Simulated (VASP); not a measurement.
Be3H:

```xyz
8
Lattice="3.0746 0.0052 -0.0517 0.0052 3.1663 -0.0048 -0.1033 -0.0095 6.1493" Properties=species:S:1:pos:R:3 pbc="T T T"
Be    2.9549    1.5233    1.5663
Be    0.0351    1.6297    4.7051
Be    1.3937    3.0695    1.6121
Be    1.4404    3.1298    4.5492
Be    1.6845    1.5057    0.0055
Be    1.3912    1.6209    3.0550
H    -0.0913    0.0134    2.7910
H     0.1312    3.3260   -0.0150
```

| Quantity | Value |
| --- | --- |
| Program | VASP 6.6.1 |
| Task | relaxation of cell and atoms |
| Functional | PBE |
| Potentials or basis | VASP PAW PBE potentials, release 64 (Be, H) |
| Cutoff | 600 eV |
| k mesh | 8 × 8 × 4 |
| Occupations | gaussian, width 0.1 eV |
| Spin | no spin polarisation |

At the start: pressure 0.5 GPa; volume 7.48 Å³/atom.

Task: How do energy, volume and symmetry change on relaxing?

Result: Over 83 steps the energy falls by 431.4 meV/atom and the volume is 7.89 Å³/atom (+5.5 %); space group P1 (No. 1, to 0.1 Å) before, Pm (No. 6, to 0.1 Å).

Step by step:
| step | energy change (eV) | largest force (eV/Å) | pressure (GPa) | volume (Å³) |
| --- | --- | --- | --- | --- |
| 1 | 0.0000 | 1.1376 | 0.48 | 59.85 |
| 4 | -0.7562 | 1.4422 | -0.28 | 60.42 |
| 7 | -1.5270 | 1.1254 | 1.54 | 61.50 |
| 10 | -1.8859 | 0.3449 | -1.74 | 63.71 |
| 13 | -2.3014 | 0.8112 | 4.09 | 59.79 |
| 16 | -2.3466 | 0.9228 | 6.97 | 58.35 |
| 19 | -2.5227 | 0.6280 | 5.17 | 58.93 |
| 22 | -2.6522 | 0.4614 | -1.53 | 62.29 |
| 25 | -2.7000 | 0.9178 | -0.34 | 61.82 |
| 28 | -2.7808 | 0.2926 | 0.91 | 60.86 |
| 31 | -2.8701 | 0.4289 | -0.05 | 61.56 |
| 34 | -2.9866 | 0.2530 | -0.52 | 61.58 |
| 37 | -3.0438 | 0.2186 | 0.11 | 60.63 |
| 40 | -3.0962 | 0.3556 | -0.22 | 61.17 |
| 43 | -3.1549 | 0.3365 | 0.17 | 61.41 |
| 46 | -3.2432 | 0.4081 | 0.52 | 62.39 |
| 49 | -3.2796 | 0.2473 | -0.99 | 63.28 |
| 52 | -3.3100 | 0.1296 | 0.34 | 62.28 |
| 55 | -3.3173 | 0.1117 | -0.17 | 62.56 |
| 58 | -3.3326 | 0.1221 | -0.10 | 62.67 |
| 61 | -3.3436 | 0.1716 | 0.66 | 62.44 |
| 64 | -3.3626 | 0.2153 | -0.50 | 63.44 |
| 67 | -3.3636 | 0.3748 | -0.70 | 64.20 |
| 70 | -3.4108 | 0.3111 | 0.24 | 63.39 |
| 73 | -3.4348 | 0.2029 | -0.21 | 63.45 |
| 76 | -3.4477 | 0.0708 | 0.13 | 63.05 |
| 79 | -3.4506 | 0.0374 | -0.02 | 63.14 |
| 82 | -3.4511 | 0.0358 | 0.04 | 63.11 |
| 83 | -3.4513 | 0.0125 | -0.01 | 63.13 |

Final structure:
```yaml
crystal:
  lattice:
    - [2.25771, -0.00728, -0.00216]
    - [0.00922, 3.73076, -0.05438]
    - [0.00456, -0.16758, 7.49776]
  atoms:
    - { symbol: Be, position: [0.93690, 0.46411, 0.29806] }
    - { symbol: Be, position: [0.93823, 0.53522, 0.78760] }
    - { symbol: Be, position: [0.43602, 0.94691, 0.20552] }
    - { symbol: Be, position: [0.43821, 0.04193, 0.77532] }
    - { symbol: Be, position: [0.43815, 0.43045, 0.03250] }
    - { symbol: Be, position: [0.43722, 0.51234, 0.55118] }
    - { symbol: H, position: [0.93616, 0.03934, 0.33106] }
    - { symbol: H, position: [0.43911, 0.02971, 0.01876] }
```

Caveat: a cell axis changed by over 15 % at a fixed basis, so the end point is rough.
